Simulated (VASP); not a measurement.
Runs of VASP 6.6.1 on C. The cell holds a slab with vacuum, 4 atoms: a = 2.456 Å, b = 2.456 Å, c = 24.134 Å, α = 90.00°, β = 90.00°, γ = 120.00°. 

```csv
k mesh,gap on the mesh (eV),largest force (eV/Å)
5 × 5 × 1,2.64,0.01
3 × 3 × 1,none,0.20
10 × 10 × 1,(a),(b)
8 × 8 × 1,1.84,0.01
```

Alike in all rows: task single point; level PBEsol; potentials or basis VASP PAW PBE potentials, release 64 (C); no spin polarisation; cell as given; cutoff (eV) 520; smearing fermi-dirac 0.1 eV.

Task: Estimate the missing entries.

Result: (a) 1.67; (b) 0.02.

Caveats: some runs use coarse meshes; the PAW data sets were made with another functional, which shifts forces and pressure a little.

A k mesh can miss the band edges.

A gap of «none» marks levels without a gap at the run's occupations.
